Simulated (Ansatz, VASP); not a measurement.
## WS2 in VASP and in Ansatz

File INCAR:

```
PREC = Accurate
ENCUT = 520
EDIFF = 1E-6
ISMEAR = 0
SIGMA = 0.05
LREAL = F
LASPH = T
NELM = 60
ALGO = Normal
ISIF = 2
LWAVE = F
LCHARG = F
GGA = PS
IVDW = 12
NBANDS = 20
```

File KPOINTS:

```
regular mesh
0
Gamma
  12 12 12
```

Contents of POSCAR:

```
WS2
1.0
    1.5790003843      0.9116362969      6.1633300000
   -1.5790003843      0.9116362969      6.1633300000
    0.0000000000     -1.8232725938      6.1633300000
W S
1 2
Direct
   -0.0467339364     -0.0467339364      0.1178053656
    0.7503000000      0.7503000000      0.7503000000
    0.5810000000      0.5810000000      0.5810000000
```

Input for Ansatz:

```yaml
crystal:
  lattice:
    - [1.5790003843, 0.9116362969, 6.16333]
    - [-1.5790003843, 0.9116362969, 6.16333]
    - [0.0, -1.8232725938, 6.16333]
  atoms:
    - { symbol: W, position: [-0.0467339364, -0.0467339364, 0.1178053656] }
    - { symbol: S, position: [0.7503, 0.7503, 0.7503] }
    - { symbol: S, position: [0.581, 0.581, 0.581] }
basis:
  ecutwfc: 420
kpoints:
  mp_grid: { grid: [12, 12, 12] }
hamiltonian:
  xc: pbesol
  dispersion: d3bj
scf:
  occupations: { method: gaussian, width: 0.05 }
output:
  forces: true
  stress: true
  eigenvalues: true
```

Alike in both runs: task single point; functional PBEsol; dispersion D3(BJ); k mesh 12 × 12 × 12; occupations gaussian, width 0.05 eV; no spin polarisation.

|  | VASP | Ansatz |
| --- | --- | --- |
| version | VASP 6.6.1 | Ansatz 0.2.0 |
| potentials or method | VASP PAW PBE potentials, release 64 (W_sv, S), cutoff 520 eV | scalar-relativistic, plane waves, PAW |
| valence electrons in the cell | 26 | 26 |

```csv
,VASP,Ansatz,Ansatz less VASP
gap on the k mesh at the Fermi level (eV),0.66,0.64,-0.016
least direct gap on the mesh (eV),0.76,0.75,-0.011
pressure (GPa),6.4,6.3,-0.09
"traceless stress, the component that is largest in VASP (GPa)",-12.21,-12.29,-0.078
rms of the force components (eV/Å),4.080,4.076,-0.0034
```

VASP's potentials were made for PBE, not for PBEsol. Atom by atom the forces differ by 0.010 eV/Å (rms over components).

Spin-orbit coupling is off throughout.
